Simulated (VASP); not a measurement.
# Ta (Im-3m) in VASP: notebook

Ta is run at these levels: PBE; tasks: single point, relaxation of cell and atoms.

Everything below comes from runs of VASP 6.6.1. Logs are shortened: lines on timing, memory, paths and dates and some standing lists are left out, and cuts for length are marked.

## Step 1: The cell of the first run

Symmetry: Im-3m, No. 229, cubic system. Conventional cell: a = 3.310 Å, b = 3.310 Å, c = 3.310 Å, α = 90.00°, β = 90.00°, γ = 90.00°. Within 3.8 Å of Ta (site symmetry m-3m) lie 14 Ta at 2.87 to 3.31 Å.

## Step 2: Single point, PBE

The input, INCAR:

```
ALGO = Normal ; EDIFF = 1E-7
ENCUT = 520 ; GGA = PE
ISIF = 2 ; ISMEAR = 0
LASPH = T ; LCHARG = F
LREAL = F ; LWAVE = F
NBANDS = 12 ; NELM = 60
PREC = Accurate ; SIGMA = 0.1
```

The input, KPOINTS:

```
k-points
0
Gamma
  8 8 8
```

The input, POSCAR:

```
Ta
1.0
   -1.6549278100      1.6549278100      1.6549278100
    1.6549278100     -1.6549278100      1.6549278100
    1.6549278100      1.6549278100     -1.6549278100
Ta
1
Direct
    0.0000000000      0.0000000000      0.0000000000
```

Potentials or basis: VASP PAW PBE potentials, release 64 (Ta_pv).

Launch:

```bash
$ cat potpaw_PBE.64/Ta_pv/POTCAR > POTCAR
$ mpirun -np 1 vasp_std > vasp.out
```

OUTCAR:

```text
EDIFF = 1E-7
   ENCUT = 520
   GGA = PE
   ISIF = 2
   ISMEAR = 0
   LASPH = T
   LREAL = F
   NELM = 60
   PREC = Accurate

 ion  position               nearest neighbor table
   1  0.000  0.000  0.000-

  LATTYP: Found a body centered cubic cell.
 ALAT       =     3.3098556200

  Lattice vectors:

 A1 = (  -1.6549278100,   1.6549278100,   1.6549278100)
 A2 = (   1.6549278100,  -1.6549278100,   1.6549278100)
 A3 = (   1.6549278100,   1.6549278100,  -1.6549278100)

Analysis of symmetry for initial positions (statically):
=====================================================================
 Subroutine PRICEL returns:
 Original cell was already a primitive cell.

 Routine SETGRP: Setting up the symmetry group for a
 body centered cubic supercell.

 Subroutine GETGRP returns: Found 48 space group operations
 (whereof 48 operations were pure point group operations)
 out of a pool of 48 trial point group operations.

The static configuration has the point symmetry O_h .

Analysis of symmetry for dynamics (positions and initial velocities):
=====================================================================
 Subroutine PRICEL returns:
 Original cell was already a primitive cell.

 Routine SETGRP: Setting up the symmetry group for a
 body centered cubic supercell.

 Subroutine GETGRP returns: Found 48 space group operations
 (whereof 48 operations were pure point group operations)
 out of a pool of 48 trial point group operations.

The dynamic configuration has the point symmetry O_h .

 Subroutine INISYM returns: Found 48 space group operations
 (whereof 48 operations are pure point group operations),
 and found     1 'primitive' translations

----------------------------------------------------------------------------------------

                                     Primitive cell

  volume of cell :      18.1300

  direct lattice vectors                    reciprocal lattice vectors
    -1.654927810  1.654927810  1.654927810     0.000000000  0.302127982  0.302127982
     1.654927810 -1.654927810  1.654927810     0.302127982  0.000000000  0.302127982
     1.654927810  1.654927810 -1.654927810     0.302127982  0.302127982  0.000000000

  length of vectors
     2.866419050  2.866419050  2.866419050     0.427273490  0.427273490  0.427273490

  position of ions in fractional coordinates (direct lattice)
     0.000000000  0.000000000  0.000000000

  ion indices of the primitive-cell ions
   primitive index   ion index
                 1           1

----------------------------------------------------------------------------------------

 KPOINTS: k-points

Automatic generation of k-mesh.
 Grid dimensions read from file:
 generate k-points for:    8    8    8

 Generating k-lattice:

  Cartesian coordinates                     Fractional coordinates (reciprocal lattice)
     0.000000000  0.037765998  0.037765998     0.125000000  0.000000000  0.000000000
     0.037765998  0.000000000  0.037765998     0.000000000  0.125000000  0.000000000
     0.037765998  0.037765998  0.000000000     0.000000000  0.000000000  0.125000000

  Length of vectors
     0.053409186  0.053409186  0.053409186

  Shift w.r.t. Gamma in fractional coordinates (k-lattice)
     0.000000000  0.000000000  0.000000000

 Subroutine IBZKPT returns following result:
 ===========================================

 Found     29 irreducible k-points:

 Following reciprocal coordinates:
            Coordinates               Weight
  0.000000  0.000000  0.000000      1.000000
  0.125000  0.000000  0.000000     12.000000
  0.250000  0.000000  0.000000     12.000000
  0.375000  0.000000  0.000000     12.000000
  0.500000  0.000000  0.000000      6.000000
  0.125000  0.125000  0.000000     24.000000
[... 16 lines left out ...]
 -0.250000  0.250000  0.250000      6.000000
 -0.375000  0.375000  0.250000     24.000000
 [... further k-points ...]
   k-points           NKPTS =     29   k-points in BZ     NKDIM =     29   number of bands    NBANDS=     12
   number of dos      NEDOS =    301   number of ions     NIONS =      1
   total plane-waves  NPLWV =  13824
   dimension x,y,z NGX =    24 NGY =   24 NGZ =   24
   dimension x,y,z NGXF=    48 NGYF=   48 NGZF=   48
   ions per type =               1
   NGX,Y,Z   is equivalent  to a cutoff of  13.92, 13.92, 13.92 a.u.
   NGXF,Y,Z  is equivalent  to a cutoff of  27.84, 27.84, 27.84 a.u.
 SYSTEM =  unknown system
   PREC   = accura    normal or accurate (medium, high low for compatibility)
   ISTART =      0    job   : 0-new  1-cont  2-samecut
   ICHARG =      2    charge: 1-file 2-atom 10-const
   ISPIN  =      1    spin polarized calculation?
   LNONCOLLINEAR =      F non collinear calculations
   LSORBIT =      F    spin-orbit coupling
   LASPH  =      T    aspherical Exc in radial PAW
   ENCUT  =  520.0 eV  38.22 Ry    6.18 a.u.   5.33  5.33  5.33*2*pi/ulx,y,z
   NELM   =     60;   NELMIN=  2; NELMDL= -5     # of ELM steps
   EDIFF  = 0.1E-06   stopping-criterion for ELM
   LREAL  =      F    real-space projection
   EDIFFG = 0.1E-05   stopping-criterion for IOM
   NSW    =      0    number of steps for IOM
   IBRION =     -1    ionic relax: 0-MD 1-quasi-New 2-CG
   NFREE  =      0    steps in history (QN), initial steepest desc. (CG)
   ISIF   =      2    stress and relaxation
   ISYM   =      2    0-nonsym 1-usesym 2-fastsym
   POTIM  = 0.5000    time-step for ionic-motion
   TEBEG  =    0.0;   TEEND  =   0.0 temperature during run
   PSTRESS=    0.0 pullay stress
   NELECT =      11.0000    total number of electrons
   NUPDOWN=      -1.0000    fix difference up-down
   EMIN   =  10.00;   EMAX   =-10.00  energy-range for DOS
   EFERMI =   0.00;   METHOD = LEGACY
   ISMEAR =     0;   SIGMA  =   0.10  broadening in eV -4-tet -1-fermi 0-gaus
   EFERMI_NEDOS =   21; number of points for ismear=-14 and -15
   IALGO  =     38    algorithm
   IMIX   =      4    mixing-type and parameters
     AMIX     =   0.40;   BMIX     =  1.00
     AMIX_MAG =   1.60;   BMIX_MAG =  1.00
  volume/ion in A,a.u.               =      18.13       122.35
  Fermi-wavevector in a.u.,A,eV,Ry     =   1.385926  2.619020 26.133942  1.920791
  Thomas-Fermi vector in A             =   2.510290
   LORBIT       =      0    0 simple, 1 ext, 2 COOP (PROOUT), +10 PAW based schemes
   GGA     = PE    functional components
   LHFCALC =     F    Hartree Fock is set to
   AEXX    =    0.0000 exact exchange contribution
   IVDW    =     0    specifies the selected vdW correction
   LEPSILON=     F    determine dielectric tensor
   LRPA    =     F    only Hartree local field effects (RPA)
 non-spin polarized calculation
 Gauss-broadening in eV      SIGMA  =   0.10
  energy-cutoff  :      520.00
  volume of cell :       18.13
 maximum number of plane-waves:       496
 NGX is ok and might be reduce to    24
   NGX = 11   NGY = 11   NGZ = 11

 number of electron      11.0000001 magnetization

 Free energy of the ion-electron system (eV)
  ---------------------------------------------------
  ext. energy  EPLUGINS =         0.00000000
  ---------------------------------------------------
  free energy    TOTEN  =       -11.83636010 eV

  energy without entropy =      -11.83242284  energy(sigma->0) =      -11.83439147

 E-fermi :   5.4566     XC(G=0): -12.5790

 val. band max:        5.3596296837   @ k =   0.2500   0.0000   0.0000
 cond. band min:       5.5067231437   @ k =  -0.2500   0.2500   0.1250
 fundamental gap:      0.1470934600
 Fermi energy:         5.4565759620

 k-point     1 :       0.0000    0.0000    0.0000
  band No.  band energies     occupation
      1     -27.6328      2.00000
      2     -27.6328      2.00000
      3     -27.6328      2.00000
      4      -2.4587      2.00000
      5       6.1843      0.00000
      6       6.1843      0.00000
      7       6.1843      0.00000
      8       9.4320      0.00000
      9       9.4320      0.00000
     10      20.1524      0.00000
     11      20.4100      0.00000
     12      20.4100      0.00000

 k-point     2 :       0.1250    0.0000    0.0000
  band No.  band energies     occupation
      1     -27.8142      2.00000
      2     -27.6890      2.00000
      3     -27.6338      2.00000
      4      -1.7872      2.00000
      5       5.7659      0.00001
      6       6.0045      0.00000
      7       6.8568      0.00000
      8       8.9023      0.00000
      9       9.4450      0.00000
     10      20.1516      0.00000
     11      20.9341      0.00000
     12      21.5909      0.00000

 k-point     3 :       0.2500    0.0000    0.0000
  band No.  band energies     occupation
      1     -28.2326      2.00000
      2     -27.8223      2.00000
      3     -27.6362      2.00000
      4      -0.1767      2.00000
      5       4.9061      2.00000
      6       5.3596      1.82963
      7       8.7634      0.00000
      8       8.8508      0.00000
      9       9.6166      0.00000
     10      20.1474      0.00000
     11      20.5683      0.00000
     12      22.1042      0.00000
[... 286 lines left out ...]
 k-point    23 :      -0.2500    0.2500    0.2500
  band No.  band energies     occupation
      1     -28.2548      2.00000
      2     -28.0273      2.00000
      3     -28.0273      2.00000
      4       1.7238      2.00000
      5       4.5229      2.00000
      6       6.6996      0.00000
      7       6.6996      0.00000
      8       8.6336      0.00000
      9      10.4413      0.00000
     10      19.9892      0.00000
     11      20.1980      0.00000
     12      24.7200      0.00000

 k-point    24 :      -0.3750    0.3750    0.2500
  band No.  band energies     occupation
      1     -28.4923      2.00000
      2     -28.1676      2.00000
      3     -28.0620      2.00000
      4       2.6243      2.00000
      5       3.4832      2.00000
      6       6.7104      0.00000
      7       7.3903      0.00000
      8      10.8417      0.00000
      9      10.9270      0.00000
     10      19.3409      0.00000
     11      20.1650      0.00000
     12      21.6319      0.00000

 [... further k-points ...]
[... 5 lines left out ...]
  --------------------------------------------------------------------------------------
  -------------------------------------------------------------------------------------
  Total       -0.0274820     -0.0274820     -0.0274820     -0.0000000      0.0000000     -0.0000000
  in kB       -2.4286345     -2.4286345     -2.4286345     -0.0000000      0.0000000     -0.0000000
  external PRESSURE =      -2.4286345 kB  Pullay stress =       0.0000000 kB

 VOLUME and BASIS-vectors are now :
 -----------------------------------------------------------------------------
  energy-cutoff  :      520.00
  volume of cell :       18.13
      direct lattice vectors                 reciprocal lattice vectors
    -1.654927810  1.654927810  1.654927810     0.000000000  0.302127982  0.302127982
     1.654927810 -1.654927810  1.654927810     0.302127982  0.000000000  0.302127982
     1.654927810  1.654927810 -1.654927810     0.302127982  0.302127982  0.000000000

 POSITION                                       TOTAL-FORCE (eV/Angst)
 -----------------------------------------------------------------------------------
      0.00000      0.00000      0.00000         0.000000      0.000000      0.000000
 -----------------------------------------------------------------------------------
    total drift:                                0.000000      0.000000      0.000000

  FREE ENERGIE OF THE ION-ELECTRON SYSTEM (eV)
  ---------------------------------------------------
  free  energy   TOTEN  =       -11.8363601032 eV

  energy  without entropy=      -11.8324228416  energy(sigma->0) =      -11.83439147
```

Run time: 2.8 s. Hardware: 1 thread of Intel Xeon 6975P-C (Granite Rapids), shared host; peak memory 0.13 GiB.

What came out:

* Free energy: -11.8364 eV
* Pressure: -0.2 GPa

Caveat: spin-orbit coupling is left out, which moves the levels of the heavy elements.

## Step 3: Single point, PBE

This run uses another cell than the first one, of 18.28 Å³/atom, 1.008 times its volume.

The input, INCAR:

```
  PREC = Accurate
  ENCUT = 520
  EDIFF = 1E-6
  ISMEAR = 0
  SIGMA = 0.1
  LREAL = F
  LASPH = T
  NELM = 100
  ALGO = Fast
  ISIF = 2
  LWAVE = F
  LCHARG = T
  GGA = PE
  LELF = T
  LVHAR = T
  NBANDS = 12
```

The input, KPOINTS:

```
Automatic mesh
0
Gamma
  14 14 14
```

The input, POSCAR:

```
Ta
1.0
   -1.6595059331      1.6595059331      1.6595059331
    1.6595059331     -1.6595059331      1.6595059331
    1.6595059331      1.6595059331     -1.6595059331
Ta
1
Direct
    0.0000000000      0.0000000000      0.0000000000
```

Potentials or basis: VASP PAW PBE potentials, release 64 (Ta_pv).

Launch:

```bash
$ cat potpaw_PBE.64/Ta_pv/POTCAR > POTCAR
$ mpirun -np 1 vasp_std > vasp.out
```

It took 7.7 s on 1 thread of Intel Xeon 6975P-C (Granite Rapids), shared host; peak memory 0.15 GiB.

Results (log left out):

| Quantity | Value |
| --- | --- |
| Free energy | -11.8217 eV |
| Pressure | 0.1 GPa |

Levels at points of the mesh, in eV from the Fermi level:
| k point | band 3 | band 4 | band 5 | band 6 | band 7 | band 8 |
| --- | --- | --- | --- | --- | --- | --- |
| (0.00, 0.00, 0.00) | -33.13 | -7.86 | 0.73 | 0.73 | 0.73 | 3.96 |
| (0.50, 0.00, 0.00) | -33.14 | -4.31 | -1.50 | 1.52 | 3.83 | 4.84 |
| (0.50, 0.50, 0.50) | -33.91 | -3.71 | -3.71 | 6.72 | 6.72 | 6.72 |

Caveat: spin-orbit coupling is left out, which moves the levels of the heavy elements.

(Continued in part 2 of 2.)
